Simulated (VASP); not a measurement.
Input of a VASP 6.6.1 run:

The input INCAR:

```
SYSTEM = HfSi3O8
ALGO = Normal
EDIFF = 1E-6
ENCUT = 520
GGA = PE
ISIF = 2
ISMEAR = 0
LASPH = .TRUE.
LCHARG = .TRUE.
LELF = .TRUE.
LREAL = .FALSE.
LVHAR = .TRUE.
LWAVE = .FALSE.
NBANDS = 47
NELM = 100
PREC = Accurate
SIGMA = 0.1
```

File KPOINTS:

```
k-points
0
G
  4 4 4
  0 0 0
```

POSCAR

```
HfSi3O8
1.0
    5.2674927585      0.0000000000      0.0000000000
    0.0000000000      5.2674927585      0.0000000000
    0.0000000000      0.0000000000      7.9427476002
Hf Si O
1 3 8
Direct
    0.5000000000      0.5000000000      0.5000000000
    0.0000000000      0.0000000000      0.0000000000
    0.5000000000      0.0000000000      0.7779673727
    0.0000000000      0.5000000000      0.2220326273
    0.4127630835      0.7694625725      0.6551767009
    0.9212388573      0.2518180814      0.1090540775
    0.7481819186      0.9212388573      0.8909459225
    0.2305374275      0.4127630835      0.3448232991
    0.5872369165      0.2305374275      0.6551767009
    0.0787611427      0.7481819186      0.1090540775
    0.2518180814      0.0787611427      0.8909459225
    0.7694625725      0.5872369165      0.3448232991
```

Potentials or basis: VASP PAW PBE potentials, release 64 (Hf_pv, Si, O).

Launch:

```sh
$ cat potpaw_PBE.64/Hf_pv/POTCAR potpaw_PBE.64/Si/POTCAR potpaw_PBE.64/O/POTCAR > POTCAR
$ mpirun -np 1 vasp_std > vasp.out
```

(1) Predict the pressure.

(2) Estimate the largest force.

Results:

(1) -0.1 GPa.

(2) 0.192 eV/Å.
